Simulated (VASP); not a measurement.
# Fe (Im-3m) in VASP: notebook

The runs below take Fe through single point, with PBE.

Everything below comes from runs of VASP 6.6.1. Logs are shortened: lines on timing, memory, paths and dates and some standing lists are left out, and cuts for length are marked.

**1. The cell of the first run**

Symmetry: Im-3m, No. 229, cubic system. The conventional cell has a = 2.758 Å, b = 2.758 Å, c = 2.758 Å, α = 90.00°, β = 90.00°, γ = 90.00°. Within 3.2 Å of Fe (site symmetry m-3m) lie 14 Fe at 2.39 to 2.76 Å.

**2. Single point, PBE, collinear spin, zero start**

Input file INCAR:

```
PREC = Accurate ; ENCUT = 600
EDIFF = 1E-6 ; ISMEAR = -1
SIGMA = 0.1 ; LREAL = F
LASPH = T ; NELM = 200
ALGO = Normal ; ISIF = 2
LWAVE = F ; LCHARG = F
ISPIN = 2 ; MAGMOM = 0
LORBIT = 11 ; LMAXMIX = 4
GGA = PE ; NBANDS = 14
GGA_COMPAT = F
```

Input file KPOINTS:

```
regular mesh
0
Gamma
  8 8 8
```

Input file POSCAR:

```
Fe
1.0
   -1.3789360000      1.3789360000      1.3789360000
    1.3789360000     -1.3789360000      1.3789360000
    1.3789360000      1.3789360000     -1.3789360000
Fe
1
Direct
    0.0000000000      0.0000000000      0.0000000000
```

Potentials or basis: VASP PAW PBE potentials, release 64 (Fe).

Run with:

```
$ cat potpaw_PBE.64/Fe/POTCAR > POTCAR
$ mpirun -np 1 vasp_std > vasp.out
```

OUTCAR:

```text
PREC = Accurate
   ENCUT = 600
   EDIFF = 1E-6
   ISMEAR = -1
   LREAL = F
   LASPH = T
   NELM = 200
   ISIF = 2
   ISPIN = 2
   LORBIT = 11
   GGA = PE

 ion  position               nearest neighbor table
   1  0.000  0.000  0.000-

  LATTYP: Found a body centered cubic cell.
 ALAT       =     2.7578720000

  Lattice vectors:

 A1 = (  -1.3789360000,   1.3789360000,   1.3789360000)
 A2 = (   1.3789360000,  -1.3789360000,   1.3789360000)
 A3 = (   1.3789360000,   1.3789360000,  -1.3789360000)

Analysis of symmetry for initial positions (statically):
=====================================================================
 Subroutine PRICEL returns:
 Original cell was already a primitive cell.

 Routine SETGRP: Setting up the symmetry group for a
 body centered cubic supercell.

 Subroutine GETGRP returns: Found 48 space group operations
 (whereof 48 operations were pure point group operations)
 out of a pool of 48 trial point group operations.

The static configuration has the point symmetry O_h .

Analysis of symmetry for dynamics (positions and initial velocities):
=====================================================================
 Subroutine PRICEL returns:
 Original cell was already a primitive cell.

 Routine SETGRP: Setting up the symmetry group for a
 body centered cubic supercell.

 Subroutine GETGRP returns: Found 48 space group operations
 (whereof 48 operations were pure point group operations)
 out of a pool of 48 trial point group operations.

The dynamic configuration has the point symmetry O_h .

Analysis of structural, dynamic, and magnetic symmetry:
=====================================================================
 Subroutine PRICEL returns:
 Original cell was already a primitive cell.

 Routine SETGRP: Setting up the symmetry group for a
 body centered cubic supercell.

 Subroutine GETGRP returns: Found 48 space group operations
 (whereof 48 operations were pure point group operations)
 out of a pool of 48 trial point group operations.

The overall configuration has the point symmetry O_h .

 Subroutine INISYM returns: Found 48 space group operations
 (whereof 48 operations are pure point group operations),
 and found     1 'primitive' translations

----------------------------------------------------------------------------------------

                                     Primitive cell

  volume of cell :      10.4880

  direct lattice vectors                    reciprocal lattice vectors
    -1.378936000  1.378936000  1.378936000     0.000000000  0.362598409  0.362598409
     1.378936000 -1.378936000  1.378936000     0.362598409  0.000000000  0.362598409
     1.378936000  1.378936000 -1.378936000     0.362598409  0.362598409  0.000000000

  length of vectors
     2.388387212  2.388387212  2.388387212     0.512791588  0.512791588  0.512791588

[... 120 lines left out ...]
  ---------------------------------------------------
  ext. energy  EPLUGINS =         0.00000000
  ---------------------------------------------------
  free energy    TOTEN  =        -7.83003432 eV

  energy without entropy =       -7.72796306  energy(sigma->0) =       -7.77899869

 E-fermi :   6.7730     XC(G=0): -13.6160

 val. band max:        6.7441706263   @ k =  -0.3750   0.3750   0.3750
 cond. band min:       6.7771416336   @ k =   0.2500   0.1250   0.1250
 fundamental gap:      0.0329710073
 Fermi energy:         6.7730352093

 spin component 1

 k-point     1 :       0.0000    0.0000    0.0000
  band No.  band energies     occupation
      1      -2.1574      1.00000
      2       4.9665      1.00000
      3       4.9665      1.00000
      4       4.9665      1.00000
      5       6.7135      0.64455
      6       6.7135      0.64455
      7      32.3949      0.00000
      8      32.3949      0.00000
      9      32.3949      0.00000
     10      38.1852      0.00000
     11      38.1852      0.00000
     12      41.1667      0.00000
     13      41.1667      0.00000
     14      41.1667      0.00000
[... 379 lines left out ...]
      3       5.4525      1.00000
      4       5.9882      0.99961
      5       7.3495      0.00313
      6       9.8935      0.00000
      7      19.6185      0.00000
      8      22.6136      0.00000
      9      25.2600      0.00000
     10      28.9105      0.00000
     11      39.4964      0.00000
     12      41.0937      0.00000
     13      44.3667      0.00000
     14      49.0899      0.00000

 [... further k-points ...]

 spin component 2

 k-point     1 :       0.0000    0.0000    0.0000
  band No.  band energies     occupation
      1      -2.1574      1.00000
      2       4.9665      1.00000
      3       4.9665      1.00000
      4       4.9665      1.00000
      5       6.7135      0.64459
      6       6.7135      0.64459
      7      32.3949      0.00000
      8      32.3949      0.00000
      9      32.3949      0.00000
     10      38.1852      0.00000
     11      38.1852      0.00000
     12      41.1666      0.00000
     13      41.1666      0.00000
     14      41.1666      0.00000
[... 379 lines left out ...]
      3       5.4524      1.00000
      4       5.9882      0.99961
      5       7.3495      0.00313
      6       9.8935      0.00000
      7      19.6185      0.00000
      8      22.6136      0.00000
      9      25.2600      0.00000
     10      28.9105      0.00000
     11      39.4964      0.00000
     12      41.0936      0.00000
     13      44.3667      0.00000
     14      49.0899      0.00000

 [... further k-points ...]
[... 5 lines left out ...]
  --------------------------------------------------------------------------------------
  -------------------------------------------------------------------------------------
  Total        0.0179233      0.0179233      0.0179233      0.0000000      0.0000000     -0.0000000
  in kB        2.7380142      2.7380142      2.7380142      0.0000000      0.0000000     -0.0000000
  external PRESSURE =       2.7380142 kB  Pullay stress =       0.0000000 kB

 VOLUME and BASIS-vectors are now :
 -----------------------------------------------------------------------------
  energy-cutoff  :      600.00
  volume of cell :       10.49
      direct lattice vectors                 reciprocal lattice vectors
    -1.378936000  1.378936000  1.378936000     0.000000000  0.362598409  0.362598409
     1.378936000 -1.378936000  1.378936000     0.362598409  0.000000000  0.362598409
     1.378936000  1.378936000 -1.378936000     0.362598409  0.362598409  0.000000000

 POSITION                                       TOTAL-FORCE (eV/Angst)
 -----------------------------------------------------------------------------------
      0.00000      0.00000      0.00000         0.000000      0.000000      0.000000
 -----------------------------------------------------------------------------------
    total drift:                                0.000000     -0.000000      0.000000

  FREE ENERGIE OF THE ION-ELECTRON SYSTEM (eV)
  ---------------------------------------------------
  free  energy   TOTEN  =        -7.8300343196 eV

  energy  without entropy=       -7.7279630636  energy(sigma->0) =       -7.77899869

 total charge

# of ion       s       p       d       tot
------------------------------------------
    1        0.515   0.594   6.330   7.439

 magnetization (x)

# of ion       s       p       d       tot
------------------------------------------
    1       -0.000   0.000  -0.000  -0.000
```

OSZICAR:

```text
N       E                     dE             d eps       ncg     rms          rms(c)
DAV:   1     0.233113692581E+02    0.23311E+02   -0.45824E+03  1744   0.841E+02
DAV:   2    -0.823077124260E+01   -0.31542E+02   -0.29578E+02  1786   0.142E+02
DAV:   3    -0.927400940575E+01   -0.10432E+01   -0.10210E+01  1966   0.253E+01
DAV:   4    -0.927732307020E+01   -0.33137E-02   -0.33132E-02  1918   0.129E+00
DAV:   5    -0.927733646032E+01   -0.13390E-04   -0.13390E-04  1954   0.847E-02    0.119E+01
DAV:   6    -0.794008541649E+01    0.13373E+01   -0.97125E+00  2038   0.378E+01    0.208E+00
DAV:   7    -0.784736075385E+01    0.92725E-01   -0.48740E-01  2026   0.838E+00    0.970E-01
DAV:   8    -0.783292150412E+01    0.14439E-01   -0.85516E-03  2210   0.584E-01    0.352E-01
DAV:   9    -0.783003068211E+01    0.28908E-02   -0.17092E-03  2146   0.218E-01    0.580E-02
DAV:  10    -0.783003634797E+01   -0.56659E-05   -0.48299E-06  1904   0.221E-02    0.191E-02
DAV:  11    -0.783003971339E+01   -0.33654E-05   -0.14666E-06  1400   0.107E-02    0.299E-02
DAV:  12    -0.783003429134E+01    0.54220E-05   -0.42558E-06  1302   0.188E-02    0.212E-03
DAV:  13    -0.783003431965E+01   -0.28307E-07   -0.50380E-08   920   0.203E-03
   1 F= -.78300343E+01 E0= -.77789987E+01  d E =-.102071E+00  mag=     0.0000
```

stdout:

```text
POSCAR found type information on POSCAR Fe
 POSCAR found :  1 types and       1 ions
 scaLAPACK will be used
 LDA part: xc-table for (Slater+PW92), standard interpolation
 POSCAR, INCAR and KPOINTS ok, starting setup
 FFT: planning ... GRIDC
 FFT: planning ... GRID_SOFT
 FFT: planning ... GRID
 WAVECAR not read
 entering main loop
```

Wall time 18 s (1 thread of Intel Xeon Platinum 8375C at 2.90GHz (Ice Lake), shared host); peak memory 0.13 GiB.

Results:

```yaml
Free_energy: -7.8300 eV
Pressure: 0.3 GPa
Band_gap_on_the_k_mesh: zero (filled and empty bands overlap)
Net_moment: 0.00 μB per cell
Valence_electrons_inside_the_program's_atomic_spheres: Fe 7.44
```

Caveat: the k points lie up to 0.40 Å⁻¹ apart.

**3. Single point, PBE, collinear spin, zero start**

Input file INCAR:

```
SYSTEM = Fe
PREC = Accurate
ENCUT = 600
EDIFF = 1E-6
ISMEAR = -1
SIGMA = 0.1
LREAL = .FALSE.
LASPH = .TRUE.
NELM = 200
ALGO = Normal
ISIF = 2
LWAVE = .FALSE.
LCHARG = .FALSE.
ISPIN = 2
MAGMOM = 0
LORBIT = 11
LMAXMIX = 4
GGA = PE
NBANDS = 14
GGA_COMPAT = .FALSE.
```

Input file KPOINTS:

```
regular mesh
0
G
  8 8 8
  0 0 0
```

POSCAR is that of step 2.

Potentials or basis: VASP PAW PBE potentials, release 64 (Fe).

Run with:

```
$ cat potpaw_PBE.64/Fe/POTCAR > POTCAR
$ mpirun -np 1 vasp_std > vasp.out
```

It took 17 s on 1 thread of Intel Xeon Platinum 8375C at 2.90GHz (Ice Lake), shared host; peak memory 0.13 GiB.

The run converged. Its results:

```
Free energy                                           : -7.8300 eV
Pressure                                              : 0.3 GPa
Band gap on the k mesh                                : zero (filled and empty bands overlap)
Net moment                                            : 0.00 μB per cell
Valence electrons inside the program's atomic spheres : Fe 7.44
```

Levels at points of the mesh, in eV from the Fermi level:
Spin up:
```
           k point  band 2  band 3  band 4  band 5  band 6  band 7
(0.00, 0.00, 0.00)   -1.81   -1.81   -1.81   -0.06   -0.06   25.62
(0.50, 0.00, 0.00)   -3.11   -0.08    0.19    0.46    1.34    8.55
(0.50, 0.50, 0.50)   -4.68    1.02    1.02    1.02   10.55   10.55
```
Spin down:
```csv
k point,band 2,band 3,band 4,band 5,band 6,band 7
"(0.00, 0.00, 0.00)",-1.81,-1.81,-1.81,-0.06,-0.06,25.62
"(0.50, 0.00, 0.00)",-3.11,-0.08,0.19,0.46,1.34,8.55
"(0.50, 0.50, 0.50)",-4.68,1.02,1.02,1.02,10.55,10.55
```

Caveat: the k points lie up to 0.40 Å⁻¹ apart.

**4. Single point, PBE, collinear spin, ferromagnetic start**

Input file INCAR:

```
ALGO = Normal
EDIFF = 1E-6
ENCUT = 600
GGA = PE
GGA_COMPAT = False
ISIF = 2
ISMEAR = -1
ISPIN = 2
LASPH = True
LCHARG = True
LELF = True
LMAXMIX = 4
LORBIT = 11
LREAL = False
LVHAR = True
LWAVE = False
MAGMOM = -2.23
NBANDS = 14
NELM = 200
PREC = Accurate
SIGMA = 0.1
```

Input file KPOINTS:

```
k-points
0
Gamma
  8 8 8
```

POSCAR is that of step 3.

Run with:

```
$ cat potpaw_PBE.64/Fe/POTCAR > POTCAR
$ mpirun -np 1 vasp_std > vasp.out
```

Run time: 21 s. Hardware: 1 thread of Intel Xeon Platinum 8375C at 2.90GHz (Ice Lake), shared host; peak memory 0.13 GiB.

Results (log left out):

| Item | Value |
| --- | --- |
| Free energy | -8.2065 eV |
| Pressure | 17.3 GPa |
| Band gap on the k mesh | zero (filled and empty bands overlap) |
| Net moment | -2.00 μB per cell |
| Site moments | Fe -1.98 μB |
| Valence electrons inside the program's atomic spheres | Fe 7.45 |

Levels at points of the mesh, in eV from the Fermi level:
Spin up:
| k point | band 1 | band 2 | band 3 | band 4 | band 5 | band 6 | band 7 |
| --- | --- | --- | --- | --- | --- | --- | --- |
| (0.00, 0.00, 0.00) | -8.81 | -0.79 | -0.79 | -0.79 | 1.49 | 1.49 | 25.52 |
| (0.50, 0.00, 0.00) | -4.25 | -2.21 | 0.56 | 1.33 | 1.78 | 2.54 | 9.33 |
| (0.50, 0.50, 0.50) | -3.69 | -3.69 | 2.20 | 2.20 | 2.20 | 10.72 | 10.72 |
Spin down:
```tsv
k point	band 2	band 3	band 4	band 5	band 6	band 7	band 8	band 9
(0.00, 0.00, 0.00)	-2.48	-2.48	-2.48	-1.13	-1.13	25.74	25.74	25.74
(0.50, 0.00, 0.00)	-3.71	-1.04	-0.90	0.44	0.56	8.07	18.97	21.48
(0.50, 0.50, 0.50)	-5.40	0.25	0.25	0.25	10.47	10.47	10.47	16.44
```

Caveat: the k points lie up to 0.40 Å⁻¹ apart.
